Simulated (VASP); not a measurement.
Here is a VASP 6.6.1 calculation.

File INCAR:

```
PREC     = Accurate       # precision mode
ENCUT    = 520            # plane-wave cutoff, eV
EDIFF    = 1E-6           # SCF threshold, eV
ISMEAR   = -1             # smearing method
SIGMA    = 0.05           # smearing width, eV
LREAL    = Auto         
LASPH    = T              # aspherical terms in the spheres
NELM     = 100            # most SCF steps
ALGO     = Normal         # electronic algorithm
ISIF     = 2              # what is computed and relaxed
LWAVE    = F              # write WAVECAR
LCHARG   = F              # write CHGCAR
GGA      = PE             # functional
IVDW     = 12             # dispersion correction
NBANDS   = 36             # bands
```

File KPOINTS:

```
Automatic mesh
0
Gamma
  1 1 1
```

File POSCAR:

```
H10CO5
1.0
    6.1736310000      0.0000000000      0.0000000000
    0.0000000000      6.1736310000      0.0000000000
    0.0000000000      0.0000000000      6.1736310000
O H C
5 10 1
Direct
    0.4344444947      0.9882838803      0.9126557775
    0.3431691982      0.6058023228      0.2310633726
    0.2367002498      0.2158373249      0.4909104545
    0.6388298880      0.8983854072      0.5475059977
    0.8087784968      0.7074442901      1.0372502017
    0.3895762478      0.8374650186      0.9384914647
    0.5567388138      0.9783545534      0.8226277210
    0.2142661264      0.6343430633      0.3396704468
    0.2843059457      0.5174750483      0.1087528555
    0.1508674555      0.0898174834      0.4981023323
    0.4044621391      0.1789222582      0.4565708576
    0.4928704032      0.8674311762      0.6076974798
    0.5853767418      0.9920579963      0.4278357420
    1.1165066393      0.6384411378      0.9374871935
    0.9152474451      0.4374573083      0.8345655903
    0.9297607842      0.5944151829      0.9319151080
```

Potentials or basis: VASP PAW PBE potentials, release 64 (O, H, C).

Launch:

```sh
$ cat potpaw_PBE.64/O/POTCAR potpaw_PBE.64/H/POTCAR potpaw_PBE.64/C/POTCAR > POTCAR
$ mpirun -np 1 vasp_gam > vasp.out
```

Task: Estimate the largest force.

Result: 4.181 eV/Å.

Task: Predict the band gap on the k mesh.

Result: 3.41 eV.

Task: Estimate the pressure.

Result: -1.4 GPa.

Task: Predict the dispersion energy per atom.

Result: -0.026 eV.

Stress tensor (GPa, compression positive):
```
-3.17  1.23  0.86
 1.23 -0.36 -1.48
 0.86 -1.48 -0.58
```

Caveat: the k points lie up to 1.02 Å⁻¹ apart.
